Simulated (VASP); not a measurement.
Runs of VASP 6.6.1 on BiBrO. The structure is that of space group P4/nmm (No. 129), or close to it. The cells are those of the table. 

```csv
cell,gap on the mesh (eV),pressure (GPa),largest force (eV/Å)
"a = 3.883, b = 3.883, c = 8.150 Å, 6 atoms",2.13,-2.3,0.49
"a = 4.077, b = 4.077, c = 7.755 Å, 6 atoms",1.74,-7.2,0.50
"a = 3.818, b = 3.818, c = 8.018 Å, 6 atoms",2.13,2.6,0.09
"a = 3.818, b = 3.818, c = 7.887 Å, 6 atoms",2.07,4.2,0.41
"a = 3.947, b = 3.947, c = 7.492 Å, 6 atoms",1.81,(b),0.57
"a = 3.883, b = 3.883, c = 8.281 Å, 6 atoms",2.19,-3.5,0.76
"a = 3.947, b = 3.947, c = 7.887 Å, 6 atoms",1.98,-3.0,0.21
"a = 3.947, b = 3.947, c = 7.624 Å, 6 atoms",1.88,-0.4,0.31
"a = 4.012, b = 4.012, c = 7.755 Å, 6 atoms",1.85,-4.7,0.24
"a = 4.012, b = 4.012, c = 7.624 Å, 6 atoms",1.78,-3.6,0.02
"a = 3.883, b = 3.883, c = 7.624 Å, 6 atoms",1.92,3.4,0.66
"a = 3.753, b = 3.753, c = 7.624 Å, 6 atoms",(a),13.1,1.49
```

Alike in all rows: task single point; level LDA; potentials or basis VASP PAW LDA potentials, release 64 (Bi_d, Br, O); no spin polarisation; k mesh 8 × 8 × 4; cutoff (eV) 520; smearing gaussian 0.05 eV.

Task: Fill in the values left out.

Result: (a) 1.97; (b) 1.1.

Caveats: spin-orbit coupling is left out, which moves the levels of the heavy elements; the cell stands under tension (at least some runs); the cell stands under pressure (at least some runs); forces of over 1 eV/Å act on the atoms, so gaps and moduli don't describe the material at rest (at least some runs).

A k mesh can miss the band edges, and the runs leave out spin-orbit coupling on Bi, Br.
